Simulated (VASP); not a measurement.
Wanted: the native input for a VASP 6.6.1 run.

```
Task                   : single point
Functional             : PBE
Potentials or basis    : VASP PAW PBE potentials, release 64 (Hf_pv, Al, N)
Cutoff                 : 520 eV
k mesh                 : 8 × 8 × 12
Occupations            : gaussian, width 0.1 eV
Spin                   : no spin polarisation
Dipole correction      : no
Further INCAR settings : ALGO = Normal; EDIFF = 1e-06; NBANDS = 36
```

The structure of Hf3AlN4 lies in POSCAR:

```
Hf3AlN4
1.0
    3.1782680349     -4.4643951161      0.0000000000
    3.1782680349      4.4643951161      0.0000000000
    0.0000000000      0.0000000000      3.1184746410
Hf Al N
3 1 4
Direct
    0.0000000000      0.0000000000      0.0000000000
    0.0000000000      0.5000000000      0.5000000000
    0.5000000000      0.0000000000      0.5000000000
    0.5000000000      0.5000000000      0.0000000000
    0.7370738948      0.2629261052      0.0000000000
    0.7250583539      0.7250583539      0.5000000000
    0.2749416461      0.2749416461      0.5000000000
    0.2629261052      0.7370738948      0.0000000000
```

The input as run:

INCAR

```
PREC     = Accurate       # precision mode
ENCUT    = 520            # plane-wave cutoff, eV
EDIFF    = 1E-6           # SCF threshold, eV
ISMEAR   = 0              # smearing method
SIGMA    = 0.1            # smearing width, eV
LREAL    = False          # projectors in reciprocal space
LASPH    = True           # aspherical terms in the spheres
NELM     = 100            # most SCF steps
ALGO     = Normal         # electronic algorithm
ISIF     = 2              # what is computed and relaxed
LWAVE    = False          # write WAVECAR
LCHARG   = True           # write CHGCAR
GGA      = PE             # functional
LELF     = True           # ELF
LVHAR    = True         
NBANDS   = 36             # bands
```

KPOINTS

```
regular mesh
0
Gamma
  8 8 12
```

Potentials or basis: VASP PAW PBE potentials, release 64 (Hf_pv, Al, N).

Run with:

```console
$ cat potpaw_PBE.64/Hf_pv/POTCAR potpaw_PBE.64/Al/POTCAR potpaw_PBE.64/N/POTCAR > POTCAR
$ mpirun -np 1 vasp_std > vasp.out
```

It gave:

```json
{
  "Pressure": "-1.9 GPa",
  "Largest force": "0.092 eV/Å",
  "Band gap on the k mesh": "zero (an odd number of electrons rules out a gap without spin polarisation)"
}
```

Caveat: spin-orbit coupling is left out, which moves the levels of the heavy elements.

It took 10 min on 1 thread of Intel Xeon 8259CL, on a shared host, peak memory 0.48 GiB.
